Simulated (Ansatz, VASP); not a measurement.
Zn: VASP beside Ansatz

The input INCAR:

```
SYSTEM = Zn
ALGO = Normal ; EDIFF = 1E-8
ENCUT = 520 ; GGA = PE
ISIF = 2 ; ISMEAR = -1
LASPH = .TRUE. ; LCHARG = .FALSE.
LEFG = .TRUE. ; LREAL = .FALSE.
LWAVE = .FALSE. ; NBANDS = 19
NELM = 100 ; PREC = Accurate
SIGMA = 0.03
```

File KPOINTS:

```
k-points
0
G
  18 18 8
  0 0 0
```

File POSCAR:

```
Zn
1.0
    2.6558856186      0.0000000000      0.0000000000
   -1.3279428093      2.3000644152      0.0000000000
    0.0000000000      0.0000000000      4.9301557293
Zn
2
Direct
    0.3333333333      0.6666666667      0.2500000000
    0.6666666667      0.3333333333      0.7500000000
```

Input for Ansatz:

```yaml
crystal:
  lattice:
    - [2.6558856186, 0.0, 0.0]
    - [-1.3279428093, 2.3000644152, 0.0]
    - [0.0, 0.0, 4.9301557293]
  atoms:
    - { symbol: Zn, position: [0.3333333333, 0.6666666667, 0.25] }
    - { symbol: Zn, position: [0.6666666667, 0.3333333333, 0.75] }
kpoints:
  mp_grid: { grid: [18, 18, 8] }
scf:
  occupations: { method: fermi_dirac, width: 0.03 }
hamiltonian:
  xc: pbe
  pseudopotentials: { kind: all_electron, datasets: crystal }
output:
  forces: true
  stress: true
  eigenvalues: true
  efg: { contact_densities: true }
```

Change from the starting cell: volume scaled by 0.99, crystal datasets.

Alike in both runs: task electric field gradients; functional PBE; k mesh 18 × 18 × 8; occupations fermi-dirac, width 0.03 eV; no spin polarisation.

|  | VASP | Ansatz |
| --- | --- | --- |
| version | VASP 6.6.1 | Ansatz 0.2.0 |
| potentials or method | VASP PAW PBE potentials, release 64 (Zn), cutoff 520 eV | all-electron PAW with datasets made for the crystal, scalar-relativistic |

|  | VASP | Ansatz | Ansatz less VASP |
| --- | --- | --- | --- |
| pressure (GPa) | 0.7 | 0.4 | -0.33 |
| traceless stress, the component that is largest in VASP (GPa) | 0.53 | 0.64 | +0.110 |
| size of Vzz on the site where it differs most (V/Å²) | 35.8 | 35.7 | -0.16 |

Ansatz ran all-electron here, and VASP with PAW potentials.
